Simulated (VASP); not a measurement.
Write the native input for VASP 6.6.1 that does the following.

```
Task                   : single point
Functional             : LDA
Potentials or basis    : VASP PAW LDA potentials, release 64 (Ga_d)
Cutoff                 : 520 eV
k mesh                 : 10 × 10 × 8
Occupations            : fermi-dirac, width 0.05 eV
Spin                   : no spin polarisation
Dipole correction      : no
Further INCAR settings : ALGO = Normal; EDIFF = 1e-07; NBANDS = 20
```

The structure of Ga lies in POSCAR:

```
Ga
1.0
    1.4690811355     -4.1184929765      0.0000000000
    1.4690811355      4.1184929765      0.0000000000
    0.0000000000      0.0000000000      3.2117153101
Ga
2
Direct
    0.1330000000      0.8670000000      0.7500000000
    0.8670000000      0.1330000000      0.2500000000
```

The input as run:

INCAR

```
SYSTEM = Ga
PREC = Accurate
ENCUT = 520
EDIFF = 1E-7
ISMEAR = -1
SIGMA = 0.05
LREAL = .False.
LASPH = .True.
NELM = 80
ALGO = Normal
ISIF = 2
LWAVE = .False.
LCHARG = .False.
NBANDS = 20
```

KPOINTS

```
Automatic mesh
0
Gamma
  10 10 8
  0 0 0
```

Potentials or basis: VASP PAW LDA potentials, release 64 (Ga_d).

Launch:

```console
$ cat potpaw_LDA.64/Ga_d/POTCAR > POTCAR
$ mpirun -np 1 vasp_std > vasp.out
```

It gave:

```json
{"Pressure": "-5.5 GPa", "Largest force": "0.185 eV/Å", "Band gap on the k mesh": "zero (band 13 reaches 9.99 eV, above the bottom of band 14 at 1.01 eV)"}
```

Run time: 84 s on 1 thread of Intel(R) Xeon(R) Platinum 8259CL CPU @ 2.50GHz (Skylake/Cascade Lake), with other jobs on the host, peak memory 0.22 GiB.
